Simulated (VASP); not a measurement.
# CdS in VASP: notebook, part 2 of 2

VASP 6.6.1. Earlier steps stand in the parts before.

## (4) Single point, PBE (uniaxial x strain -2.0%)

Contents of INCAR:

```
SYSTEM = CdS
PREC     = Accurate       ! precision mode
ENCUT    = 520            ! plane-wave cutoff, eV
EDIFF    = 1E-7           ! SCF threshold, eV
ISMEAR   = 0              ! smearing method
SIGMA    = 0.01           ! smearing width, eV
LREAL    = .FALSE.        ! projectors in reciprocal space
LASPH    = .TRUE.         ! aspherical terms in the spheres
NELM     = 60             ! most SCF steps
ALGO     = Normal         ! electronic algorithm
ISIF     = 2              ! what is computed and relaxed
LWAVE    = .FALSE.        ! write WAVECAR
LCHARG   = .FALSE.        ! write CHGCAR
GGA      = PE             ! functional
NBANDS   = 16             ! bands
```

Contents of KPOINTS:

```
regular mesh
0
G
  4 4 4
  0 0 0
```

Contents of POSCAR:

```
CdS
1.0
    0.0000000000      2.9392148365      2.9392148365
    2.8804305398      0.0000000000      2.9392148365
    2.8804305398      2.9392148365      0.0000000000
Cd S
1 1
Direct
    0.0000000000      0.0000000000      0.0000000000
    0.2500000000      0.2500000000      0.2500000000
```

Potentials or basis: VASP PAW PBE potentials, release 64 (Cd, S).

Launch:

```console
cat potpaw_PBE.64/Cd/POTCAR potpaw_PBE.64/S/POTCAR > POTCAR
mpirun -np 1 vasp_std > vasp.out
```

OUTCAR:

```text
SYSTEM = CdS
   PREC = Accurate
   ENCUT = 520
   EDIFF = 1E-7
   ISMEAR = 0
   LREAL = .FALSE.
   LASPH = .TRUE.
   NELM = 60
   ISIF = 2
   GGA = PE

 ion  position               nearest neighbor table
   1  0.000  0.000  0.000-   2 2.53   2 2.53   2 2.53   2 2.53
   2  0.250  0.250  0.250-   1 2.53   1 2.53   1 2.53   1 2.53

  LATTYP: Found a body centered tetragonal cell.
 ALAT       =     4.1566774845
 C/A-ratio  =     1.3859292911

  Lattice vectors:

 A1 = (  -2.8804305398,   0.0000000000,  -2.9392148365)
 A2 = (  -2.8804305398,   0.0000000000,   2.9392148365)
 A3 = (   2.8804305398,   2.9392148365,   0.0000000000)

Analysis of symmetry for initial positions (statically):
=====================================================================
 Subroutine PRICEL returns:
 Original cell was already a primitive cell.

 Routine SETGRP: Setting up the symmetry group for a
 body centered tetragonal supercell.

 Subroutine GETGRP returns: Found  8 space group operations
 (whereof  8 operations were pure point group operations)
 out of a pool of 16 trial point group operations.

The static configuration has the point symmetry D_2d.

Analysis of symmetry for dynamics (positions and initial velocities):
=====================================================================
 Subroutine PRICEL returns:
 Original cell was already a primitive cell.

 Routine SETGRP: Setting up the symmetry group for a
 body centered tetragonal supercell.

 Subroutine GETGRP returns: Found  8 space group operations
 (whereof  8 operations were pure point group operations)
 out of a pool of 16 trial point group operations.

The dynamic configuration has the point symmetry D_2d.

 Subroutine INISYM returns: Found  8 space group operations
 (whereof  8 operations are pure point group operations),
 and found     1 'primitive' translations

----------------------------------------------------------------------------------------

                                     Primitive cell

  volume of cell :      49.7680

  direct lattice vectors                    reciprocal lattice vectors
     0.000000000  2.939214837  2.939214837    -0.173585161  0.170113458  0.170113458
     2.880430540  0.000000000  2.939214837     0.173585161 -0.170113458  0.170113458
     2.880430540  2.939214837  0.000000000     0.173585161  0.170113458 -0.170113458

  length of vectors
     4.156677485  4.115320638  4.115320638     0.296663084  0.296663084  0.296663084

  position of ions in fractional coordinates (direct lattice)
     0.000000000  0.000000000  0.000000000
     0.250000000  0.250000000  0.250000000

  ion indices of the primitive-cell ions
   primitive index   ion index
                 1           1
                 2           2

----------------------------------------------------------------------------------------

 KPOINTS: regular mesh

Automatic generation of k-mesh.
 Grid dimensions read from file:
 generate k-points for:    4    4    4

 Generating k-lattice:

  Cartesian coordinates                     Fractional coordinates (reciprocal lattice)
    -0.043396290  0.042528365  0.042528365     0.250000000  0.000000000  0.000000000
     0.043396290 -0.042528365  0.042528365     0.000000000  0.250000000 -0.000000000
     0.043396290  0.042528365 -0.042528365     0.000000000 -0.000000000  0.250000000

  Length of vectors
     0.074165771  0.074165771  0.074165771

  Shift w.r.t. Gamma in fractional coordinates (k-lattice)
     0.000000000  0.000000000  0.000000000

 Subroutine IBZKPT returns following result:
 ===========================================

 Found     13 irreducible k-points:

 Following reciprocal coordinates:
            Coordinates               Weight
  0.000000  0.000000  0.000000      1.000000
  0.250000  0.000000  0.000000      8.000000
  0.500000  0.000000  0.000000      4.000000
  0.250000  0.250000  0.000000      4.000000
  0.500000  0.250000  0.000000     16.000000
 -0.250000  0.250000  0.000000      8.000000
  0.500000  0.500000  0.000000      2.000000
  0.000000  0.250000  0.250000      2.000000
  0.500000  0.250000  0.250000      4.000000
 -0.250000  0.250000  0.250000      8.000000
 -0.250000  0.500000  0.250000      4.000000
  0.500000 -0.250000  0.250000      2.000000
  0.000000  0.500000  0.500000      1.000000
   k-points           NKPTS =     13   k-points in BZ     NKDIM =     13   number of bands    NBANDS=     16
   number of dos      NEDOS =    301   number of ions     NIONS =      2
   total plane-waves  NPLWV =  32768
   dimension x,y,z NGX =    32 NGY =   32 NGZ =   32
   dimension x,y,z NGXF=    64 NGYF=   64 NGZF=   64
   ions per type =               1   1
   NGX,Y,Z   is equivalent  to a cutoff of  12.80, 12.93, 12.93 a.u.
   NGXF,Y,Z  is equivalent  to a cutoff of  25.60, 25.85, 25.85 a.u.
 SYSTEM =  CdS
   PREC   = accura    normal or accurate (medium, high low for compatibility)
   ISTART =      0    job   : 0-new  1-cont  2-samecut
   ICHARG =      2    charge: 1-file 2-atom 10-const
   ISPIN  =      1    spin polarized calculation?
   LNONCOLLINEAR =      F non collinear calculations
   LSORBIT =      F    spin-orbit coupling
   LASPH  =      T    aspherical Exc in radial PAW
   ENCUT  =  520.0 eV  38.22 Ry    6.18 a.u.   7.73  7.65  7.65*2*pi/ulx,y,z
   NELM   =     60;   NELMIN=  2; NELMDL= -5     # of ELM steps
   EDIFF  = 0.1E-06   stopping-criterion for ELM
   LREAL  =      F    real-space projection
   EDIFFG = 0.1E-05   stopping-criterion for IOM
   NSW    =      0    number of steps for IOM
   IBRION =     -1    ionic relax: 0-MD 1-quasi-New 2-CG
   NFREE  =      0    steps in history (QN), initial steepest desc. (CG)
   ISIF   =      2    stress and relaxation
   ISYM   =      2    0-nonsym 1-usesym 2-fastsym
   POTIM  = 0.5000    time-step for ionic-motion
   TEBEG  =    0.0;   TEEND  =   0.0 temperature during run
   PSTRESS=    0.0 pullay stress
   NELECT =      18.0000    total number of electrons
   NUPDOWN=      -1.0000    fix difference up-down
   EMIN   =  10.00;   EMAX   =-10.00  energy-range for DOS
   EFERMI =   0.00;   METHOD = LEGACY
   ISMEAR =     0;   SIGMA  =   0.01  broadening in eV -4-tet -1-fermi 0-gaus
   EFERMI_NEDOS =   21; number of points for ismear=-14 and -15
   IALGO  =     38    algorithm
   IMIX   =      4    mixing-type and parameters
     AMIX     =   0.40;   BMIX     =  1.00
     AMIX_MAG =   1.60;   BMIX_MAG =  1.00
  volume/ion in A,a.u.               =      24.88       167.93
  Fermi-wavevector in a.u.,A,eV,Ry     =   1.166404  2.204184 18.510701  1.360498
  Thomas-Fermi vector in A             =   2.302918
   LORBIT       =      0    0 simple, 1 ext, 2 COOP (PROOUT), +10 PAW based schemes
   GGA     = PE    functional components
   LHFCALC =     F    Hartree Fock is set to
   AEXX    =    0.0000 exact exchange contribution
   IVDW    =     0    specifies the selected vdW correction
   LEPSILON=     F    determine dielectric tensor
   LRPA    =     F    only Hartree local field effects (RPA)
 non-spin polarized calculation
 Gauss-broadening in eV      SIGMA  =   0.01
  energy-cutoff  :      520.00
  volume of cell :       49.77
 maximum number of plane-waves:      1355
 NGX is ok and might be reduce to    32
   NGX = 15   NGY = 15   NGZ = 15

 number of electron      18.0000005 magnetization

 Free energy of the ion-electron system (eV)
  ---------------------------------------------------
  ext. energy  EPLUGINS =         0.00000000
  ---------------------------------------------------
  free energy    TOTEN  =        -6.09038797 eV

  energy without entropy =       -6.09038797  energy(sigma->0) =       -6.09038797

 E-fermi :   1.4402     XC(G=0):  -9.1265

 val. band max:        1.3489232770   @ k =   0.0000   0.0000   0.0000
 cond. band min:       2.4413634079   @ k =   0.0000   0.0000   0.0000
 fundamental gap:      1.0924401309
 Fermi energy:         1.4402352834

 k-point     1 :       0.0000    0.0000    0.0000
  band No.  band energies     occupation
      1     -11.0369      2.00000
      2      -6.4308      2.00000
      3      -6.4308      2.00000
      4      -6.4189      2.00000
      5      -5.9583      2.00000
      6      -5.9504      2.00000
[... 8 lines left out ...]
     15      12.7034      0.00000
     16      12.9186      0.00000
[... 211 lines left out ...]
  band No.  band energies     occupation
      1     -10.4765      2.00000
      2      -6.2234      2.00000
      3      -6.0827      2.00000
      4      -6.0827      2.00000
      5      -5.8655      2.00000
      6      -5.4819      2.00000
[... 8 lines left out ...]
     15      13.6189      0.00000
     16      14.7570      0.00000

------------------------ aborting loop because EDIFF is reached ----------------------------------------

  FORCE on cell =-STRESS in cart. coord.  units (eV):
  Direction    XX          YY          ZZ          XY          YZ          ZX
  --------------------------------------------------------------------------------------
  -------------------------------------------------------------------------------------
  Total        1.0432057      0.9457698      0.9457698      0.0000000      0.0000000      0.0000000
  in kB       33.5838505     30.4471013     30.4471013      0.0000000      0.0000000      0.0000000
  external PRESSURE =      31.4926844 kB  Pullay stress =       0.0000000 kB

 VOLUME and BASIS-vectors are now :
 -----------------------------------------------------------------------------
  energy-cutoff  :      520.00
  volume of cell :       49.77
      direct lattice vectors                 reciprocal lattice vectors
     0.000000000  2.939214837  2.939214837    -0.173585161  0.170113458  0.170113458
     2.880430540  0.000000000  2.939214837     0.173585161 -0.170113458  0.170113458
     2.880430540  2.939214837  0.000000000     0.173585161  0.170113458 -0.170113458

 POSITION                                       TOTAL-FORCE (eV/Angst)
 -----------------------------------------------------------------------------------
      0.00000      0.00000      0.00000         0.000000     -0.000000     -0.000000
      1.44022      1.46961      1.46961        -0.000000      0.000000      0.000000
 -----------------------------------------------------------------------------------
    total drift:                               -0.000000     -0.000000     -0.000000

  FREE ENERGIE OF THE ION-ELECTRON SYSTEM (eV)
  ---------------------------------------------------
  free  energy   TOTEN  =        -6.0903879691 eV

  energy  without entropy=       -6.0903879691  energy(sigma->0) =       -6.09038797
```

Wall time 7.2 s (1 thread of Intel Xeon Platinum 8559C (Emerald Rapids), shared host); peak memory 0.17 GiB.

What came out:

| Quantity | Value |
| --- | --- |
| Free energy | -6.0904 eV |
| Pressure | 3.1 GPa |
| Band gap on the k mesh | 1.09 eV, direct |

Caveat: the k points lie up to 0.47 Å⁻¹ apart; the cell differs from its parent crystal (uniaxial x strain -2.0%).

## (5) Single point, PBE (strain +1.0%)

Contents of INCAR:

```
SYSTEM = CdS
PREC = Accurate
ENCUT = 520
EDIFF = 1E-6
ISMEAR = -1
SIGMA = 0.02
LREAL = .False.
LASPH = .True.
NELM = 80
ALGO = Normal
ISIF = 2
LWAVE = .False.
LCHARG = .False.
GGA = PE
NBANDS = 16
```

Contents of KPOINTS:

```
Automatic mesh
0
Gamma
  8 8 8
  0 0 0
```

Contents of POSCAR:

```
CdS
1.0
    0.0000000000      2.9686069849      2.9686069849
    2.9686069849      0.0000000000      2.9686069849
    2.9686069849      2.9686069849      0.0000000000
Cd S
1 1
Direct
    0.0000000000      0.0000000000      0.0000000000
    0.2500000000      0.2500000000      0.2500000000
```

Potentials or basis: VASP PAW PBE potentials, release 64 (Cd, S).

Launch:

```console
cat potpaw_PBE.64/Cd/POTCAR potpaw_PBE.64/S/POTCAR > POTCAR
mpirun -np 1 vasp_std > vasp.out
```

OUTCAR:

```text
SYSTEM = CdS
   PREC = Accurate
   ENCUT = 520
   EDIFF = 1E-6
   ISMEAR = -1
   LREAL = .False.
   LASPH = .True.
   NELM = 80
   ISIF = 2
   GGA = PE

 ion  position               nearest neighbor table
   1  0.000  0.000  0.000-   2 2.57   2 2.57   2 2.57   2 2.57
   2  0.250  0.250  0.250-   1 2.57   1 2.57   1 2.57   1 2.57

  LATTYP: Found a face centered cubic cell.
 ALAT       =     5.9372139698

  Lattice vectors:

[... 641 lines left out ...]

------------------------ aborting loop because EDIFF is reached ----------------------------------------

  FORCE on cell =-STRESS in cart. coord.  units (eV):
  Direction    XX          YY          ZZ          XY          YZ          ZX
  --------------------------------------------------------------------------------------
  -------------------------------------------------------------------------------------
  Total       -0.0023107     -0.0023107     -0.0023107      0.0000000      0.0000000     -0.0000000
  in kB       -0.0707568     -0.0707568     -0.0707568      0.0000000      0.0000000     -0.0000000
  external PRESSURE =      -0.0707568 kB  Pullay stress =       0.0000000 kB

 VOLUME and BASIS-vectors are now :
 -----------------------------------------------------------------------------
  energy-cutoff  :      520.00
  volume of cell :       52.32
      direct lattice vectors                 reciprocal lattice vectors
     0.000000000  2.968606985  2.968606985    -0.168429166  0.168429166  0.168429166
     2.968606985  0.000000000  2.968606985     0.168429166 -0.168429166  0.168429166
     2.968606985  2.968606985  0.000000000     0.168429166  0.168429166 -0.168429166

 POSITION                                       TOTAL-FORCE (eV/Angst)
 -----------------------------------------------------------------------------------
      0.00000      0.00000      0.00000        -0.000000      0.000000      0.000000
      1.48430      1.48430      1.48430         0.000000     -0.000000     -0.000000
 -----------------------------------------------------------------------------------
    total drift:                               -0.000000     -0.000000     -0.000000

  FREE ENERGIE OF THE ION-ELECTRON SYSTEM (eV)
  ---------------------------------------------------
  free  energy   TOTEN  =        -6.1474766545 eV

  energy  without entropy=       -6.1474766545  energy(sigma->0) =       -6.14747665
```

OSZICAR:

```text
N       E                     dE             d eps       ncg     rms          rms(c)
DAV:   1     0.108173770657E+03    0.10817E+03   -0.90838E+03   944   0.102E+03
DAV:   2    -0.228394125208E+01   -0.11046E+03   -0.10438E+03  1104   0.250E+02
DAV:   3    -0.667401435492E+01   -0.43901E+01   -0.43808E+01  1192   0.519E+01
DAV:   4    -0.670142873141E+01   -0.27414E-01   -0.27412E-01  1144   0.398E+00
DAV:   5    -0.670181084157E+01   -0.38211E-03   -0.38211E-03  1184   0.450E-01    0.724E+00
DAV:   6    -0.616463335709E+01    0.53718E+00   -0.87004E-01  1392   0.112E+01    0.595E+00
DAV:   7    -0.614710884009E+01    0.17525E-01   -0.18310E-01  1136   0.292E+00    0.297E+00
DAV:   8    -0.614728781593E+01   -0.17898E-03   -0.16033E-02  1104   0.156E+00    0.268E-01
DAV:   9    -0.614724674296E+01    0.41073E-04   -0.18580E-03  1128   0.602E-01    0.622E-02
DAV:  10    -0.614739449455E+01   -0.14775E-03   -0.24228E-04  1120   0.146E-01    0.726E-02
DAV:  11    -0.614748340966E+01   -0.88915E-04   -0.14636E-04  1096   0.893E-02    0.274E-02
DAV:  12    -0.614747566465E+01    0.77450E-05   -0.21936E-05  1232   0.564E-02    0.914E-03
DAV:  13    -0.614747665455E+01   -0.98990E-06   -0.28133E-06  1152   0.101E-02
   1 F= -.61474767E+01 E0= -.61474767E+01  d E =-.233584E-11
```

stdout:

```text
POSCAR found type information on POSCAR CdS
 POSCAR found :  2 types and       2 ions
 scaLAPACK will be used
 LDA part: xc-table for (Slater+PW92), standard interpolation
 POSCAR, INCAR and KPOINTS ok, starting setup
 FFT: planning ... GRIDC
 FFT: planning ... GRID_SOFT
 FFT: planning ... GRID
 WAVECAR not read
 entering main loop
```

Wall time 13 s (1 thread of Intel Xeon Platinum 8559C (Emerald Rapids), shared host); peak memory 0.18 GiB.

What came out:

```
Free energy            : -6.1475 eV
Pressure               : 0.0 GPa
Band gap on the k mesh : 1.03 eV, direct
```

Levels at points of the mesh, in eV from the valence-band top:
| k point | band 5 | band 6 | band 7 | band 8 | band 9 | band 10 | band 11 | band 12 | band 13 | band 14 |
| --- | --- | --- | --- | --- | --- | --- | --- | --- | --- | --- |
| (0.00, 0.00, 0.00) | -7.14 | -7.14 | 0.00 | 0.00 | 0.00 | 1.03 | 6.55 | 6.55 | 6.55 | 11.15 |
| (0.50, 0.00, 0.00) | -7.11 | -6.81 | -4.09 | -0.68 | -0.68 | 2.93 | 7.00 | 7.00 | 7.31 | 10.92 |
| (0.50, 0.50, 0.00) | -7.07 | -6.75 | -3.72 | -1.70 | -1.70 | 3.64 | 4.27 | 9.01 | 10.46 | 10.46 |

Caveat: the cell differs from its parent crystal (strain +1.0%).

## (6) Overview

```tsv
cell	k mesh	smearing	gap on the mesh (eV)	pressure (GPa)
a = 4.268 Å, angles 58.3°, 2 atoms	4 × 4 × 4	gaussian 0.01 eV	0.93	-0.4
a = 4.181, b = 4.181, c = 4.053 Å, angles 61.0, 61.0, 58.0°, 2 atoms	4 × 4 × 4	gaussian 0.01 eV	1.05	2.7
a = 4.157, b = 4.115, c = 4.115 Å, angles 60.7, 59.7, 59.7°, 2 atoms	4 × 4 × 4	gaussian 0.01 eV	1.09	3.1
a = 4.198 Å, angles 60.0°, 2 atoms	8 × 8 × 8	fermi-dirac 0.02 eV	1.03	0.0
```

Alike in all rows: task single point; level PBE; potentials or basis VASP PAW PBE potentials, release 64 (Cd, S); no spin polarisation; cutoff (eV) 520.

Caveats: some runs use coarse meshes.

Absolute energies hang on the potentials; compare differences alone.
